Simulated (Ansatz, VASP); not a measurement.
# Rb: VASP beside Ansatz

```
CELL_PARAMETERS angstrom
4.46825 0.00000 0.00000
0.00000 4.59970 0.00000
0.00000 0.00000 4.75713
ATOMIC_POSITIONS crystal
Rb 0.00000 0.00000 0.00000
```

Alike in both runs: functional PBE; k mesh 4 × 4 × 4; occupations gaussian, width 0.1 eV; no spin polarisation.

Ansatz relaxed the structure, and its values are those at the end. VASP's run is a single point on that final structure, the one shown.

|  | VASP | Ansatz |
| --- | --- | --- |
| version | VASP 6.6.1 | Ansatz 0.2.0 |
| potentials or method | VASP PAW PBE potentials, release 64 (Rb_sv), cutoff 520 eV | scalar-relativistic, plane waves, PAW |
| valence electrons in the cell | 9 | 9 |

|  | VASP | Ansatz | Ansatz less VASP |
| --- | --- | --- | --- |
| gap on the k mesh at the Fermi level (eV) | none | none | - |
| pressure (GPa) | 0.0 | 0.0 | 0.00 |

A gap of «none» marks a metal or a gap that the smearing closes.
